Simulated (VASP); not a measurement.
CuO: single point with PBE

The system is CuO.

```xyz
6
Lattice="4.1609 0.0000 0.0000 0.0000 4.1609 0.0000 0.0000 0.0000 3.8876" Properties=species:S:1:pos:R:3 pbc="T T T"
Cu    4.0868    4.1344    3.6909
Cu    0.1598    2.1871    1.9898
Cu    2.0471    4.1151    1.9672
O     0.0603    2.0707    3.8011
O     1.9383    4.0875    3.8333
O     0.1217   -0.0144    2.1867
```

This cell differs from its parent crystal: atoms moved at random.

```
Program             : VASP 6.6.1
Task                : single point
Functional          : PBE
Potentials or basis : VASP PAW PBE potentials, release 64 (Cu, O)
Cutoff              : 520 eV
k mesh              : 7 × 7 × 7
Occupations         : fermi-dirac, width 0.05 eV
Spin                : no spin polarisation
```

The pressure is 21.3 GPa and the largest force is 14.825 eV/Å. The band gap on the k mesh is zero (an odd number of electrons rules out a gap without spin polarisation).

Forces on the atoms (eV/Å):
```
Cu   -1.989   0.253  14.689
Cu   -0.056  -1.117  -2.327
Cu    1.068   0.122  -1.557
O    -0.317  -0.248   2.034
O     1.139   0.149   1.435
O     0.155   0.842 -14.274
```

Stress tensor (GPa, compression positive):
```
10.00  0.24 -6.20
 0.24  8.36 -0.41
-6.20 -0.41 45.66
```

Levels at points of the mesh, in eV from the Fermi level:
| k point | band 23 | band 24 | band 25 | band 26 | band 27 | band 28 | band 29 | band 30 |
| --- | --- | --- | --- | --- | --- | --- | --- | --- |
| (0.00, 0.00, 0.00) | -1.51 | -1.39 | -1.31 | -1.10 | -0.90 | 1.15 | 5.82 | 7.36 |

Run time: 13 min on 1 thread of Intel Xeon 8259CL (shared host), peak memory 0.41 GiB.

Caveat: the cell differs from its parent crystal (atoms moved at random); the cell stands under pressure; an odd number of electrons without spin polarisation forces a metal; a magnetic or distorted state may lie lower; semilocal functionals often make such compounds metallic where correlation or magnetic order opens a gap, which also shifts bond lengths.
